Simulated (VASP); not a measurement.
**LaCu2: single point with LDA**

The system is LaCu2.

```xyz
3
Lattice="4.3450 0.0000 0.0000 -2.1725 3.7629 0.0000 0.0000 0.0000 3.8190" Properties=species:S:1:pos:R:3 pbc="T T T"
La    0.0000    0.0000    0.0000
Cu    0.0000    2.5086    1.9095
Cu    2.1725    1.2543    1.9095
```

```
Program             : VASP 6.6.1
Task                : single point
Functional          : LDA
Potentials or basis : VASP PAW LDA potentials, release 64 (La, Cu)
Cutoff              : 520 eV
k mesh              : 4 × 4 × 4
Occupations         : fermi-dirac, width 0.2 eV
Spin                : no spin polarisation
```

The pressure is -5.5 GPa.

Stress tensor (GPa, compression positive):
```
-6.25  0.00  0.00
 0.00 -6.25  0.00
 0.00  0.00 -4.11
```

Levels at points of the mesh, in eV from the Fermi level:
```csv
k point,band 14,band 15,band 16,band 17,band 18,band 19
"(0.00, 0.00, 0.00)",-2.72,-2.72,0.22,0.22,0.52,1.54
"(0.50, 0.00, 0.00)",-2.53,-2.42,-1.72,0.58,1.10,1.61
"(0.00, 0.00, 0.50)",-2.56,-2.54,-2.52,1.46,1.46,1.55
"(0.50, 0.00, 0.50)",-2.39,-2.05,-0.89,-0.65,-0.55,1.08
```

Run time: 50 s on 1 thread of Intel Xeon 8259CL, on a shared host, peak memory 0.17 GiB.

Caveat: the k points lie up to 0.42 Å⁻¹ apart; spin-orbit coupling is left out, which moves the levels of the heavy elements.
